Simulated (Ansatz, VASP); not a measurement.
# Two plane-wave programs on TiCd2P2

INCAR

```
SYSTEM = TiCd2P2
  PREC = Accurate
  ENCUT = 520
  EDIFF = 1E-7
  ISMEAR = 0
  SIGMA = 0.1
  LREAL = .FALSE.
  LASPH = .TRUE.
  NELM = 150
  ALGO = Normal
  ISIF = 2
  LWAVE = .FALSE.
  LCHARG = .FALSE.
  ISPIN = 2
  MAGMOM = 1 0 0 0 0
  LORBIT = 11
  LMAXMIX = 4
  GGA = PE
  NBANDS = 35
```

File KPOINTS:

```
Automatic mesh
0
G
  4 4 4
  0 0 0
```

Contents of POSCAR:

```
TiCd2P2
1.0
    3.8310394434      0.0000000000      0.0000000000
    0.0000000000      3.8310394434      0.0000000000
    0.0000000000      0.0000000000      6.8141291669
Ti Cd P
1 2 2
Direct
    0.5000000000      0.5000000000      0.5000000000
    0.0000000000      0.0000000000      0.7131488067
    0.0000000000      0.0000000000      0.2868511933
    0.5000000000      0.5000000000      0.1552552625
    0.5000000000      0.5000000000      0.8447447375
```

Input for Ansatz:

```yaml
crystal:
  lattice:
    - [3.8310394434, 0.0, 0.0]
    - [0.0, 3.8310394434, 0.0]
    - [0.0, 0.0, 6.8141291669]
  atoms:
    - { symbol: Ti, position: [0.5, 0.5, 0.5], spin: 1.0 }
    - { symbol: Cd, position: [0.0, 0.0, 0.7131488067] }
    - { symbol: Cd, position: [0.0, 0.0, 0.2868511933] }
    - { symbol: P, position: [0.5, 0.5, 0.1552552625] }
    - { symbol: P, position: [0.5, 0.5, 0.8447447375] }
basis:
  ecutwfc: 420
kpoints:
  mp_grid: { grid: [4, 4, 4] }
hamiltonian:
  xc: pbe
scf:
  occupations: { method: gaussian, width: 0.1 }
  lower_state_search: "off"
output:
  forces: true
  stress: true
  eigenvalues: true
  populations: true
magnetization:
  spin_polarized: true
```

Alike in both runs: task single point; functional PBE; k mesh 4 × 4 × 4; occupations gaussian, width 0.1 eV; collinear spin.

|  | VASP | Ansatz |
| --- | --- | --- |
| version | VASP 6.6.1 | Ansatz 0.2.0 |
| potentials or method | VASP PAW PBE potentials, release 64 (Ti_sv, Cd, P), cutoff 520 eV | scalar-relativistic, plane waves, PAW |
| valence electrons in the cell | 46 | 62 |

|  | VASP | Ansatz | Ansatz less VASP |
| --- | --- | --- | --- |
| gap on the k mesh at the Fermi level (eV) | none | none | - |
| pressure (GPa) | 0.2 | 0.5 | +0.27 |
| traceless stress, the component that is largest in VASP (GPa) | -0.19 | 0.71 | +0.902 |
| rms of the force components (eV/Å) | 0.039 | 0.109 | +0.0705 |
| net moment per atom (μB) | 0.11 | 0.31 | +0.204 |
| size of the moment on the site where the two differ most (μB) | 0.32 | 0.86 | +0.543 |

The net moments are unlike, so the other rows may belong to different states. Site moments also hang on the region over which each program counts them. Atom by atom the forces differ by 0.071 eV/Å (rms over components). A gap of «none» marks a metal or a gap that the smearing closes. VASP's potentials hold 46 valence electrons a cell and Ansatz's 62, so a difference there can come from the potentials and not from the codes. Ansatz's warnings: stability check not made.

The k mesh is coarse, so the values compare programs but aren't converged.
